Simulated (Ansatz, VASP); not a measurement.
**Two plane-wave programs on TiAl**

INCAR

```
SYSTEM = TiAl
  ALGO = Fast
  EDIFF = 1E-6
  ENCUT = 520
  GGA = PS
  ISIF = 2
  ISMEAR = 0
  LASPH = .True.
  LCHARG = .False.
  LREAL = .False.
  LWAVE = .False.
  NBANDS = 14
  NELM = 100
  PREC = Accurate
  SIGMA = 0.15
```

The input KPOINTS:

```
k-points
0
Gamma
  16 16 16
  0 0 0
```

Contents of POSCAR:

```
TiAl
1.0
    2.8633374795      0.0000000000      0.0000000000
    0.0000000000      2.8633374795      0.0000000000
    0.0000000000      0.0000000000      3.5276317748
Ti Al
1 1
Direct
    0.0000000000      0.0000000000      0.0000000000
    0.5000000000      0.5000000000      0.5000000000
```

Input for Ansatz:

```yaml
crystal:
  lattice:
    - [2.8633374795, 0.0, 0.0]
    - [0.0, 2.8633374795, 0.0]
    - [0.0, 0.0, 3.5276317748]
  atoms:
    - { symbol: Ti, position: [0.0, 0.0, 0.0] }
    - { symbol: Al, position: [0.5, 0.5, 0.5] }
basis:
  ecutwfc: 520.0
kpoints:
  mp_grid: { grid: [16, 16, 16] }
hamiltonian:
  xc: pbesol
  pseudopotentials: { kind: paw, azcp: { folder: soft_1 } }
scf:
  occupations: { method: gaussian, width: 0.15 }
output:
  forces: true
  stress: true
  eigenvalues: true
```

Alike in both runs: task single point; functional PBEsol; k mesh 16 × 16 × 16; occupations gaussian, width 0.15 eV; no spin polarisation.

|  | VASP | Ansatz |
| --- | --- | --- |
| version | VASP 6.6.1 | Ansatz 0.2.0 |
| potentials or method | VASP PAW PBE potentials, release 64 (Ti_sv, Al), cutoff 520 eV | scalar-relativistic, plane waves, PAW |
| valence electrons in the cell | 15 | 15 |

```tsv
	VASP	Ansatz	Ansatz less VASP
gap on the k mesh at the Fermi level (eV)	none	none	-
pressure (GPa)	12.0	11.9	-0.05
traceless stress, the component that is largest in VASP (GPa)	6.11	6.11	+0.003
```

VASP's potentials were made for PBE, not for PBEsol, and Ansatz warns of the same on its side. A gap of «none» marks a metal or a gap that the smearing closes.
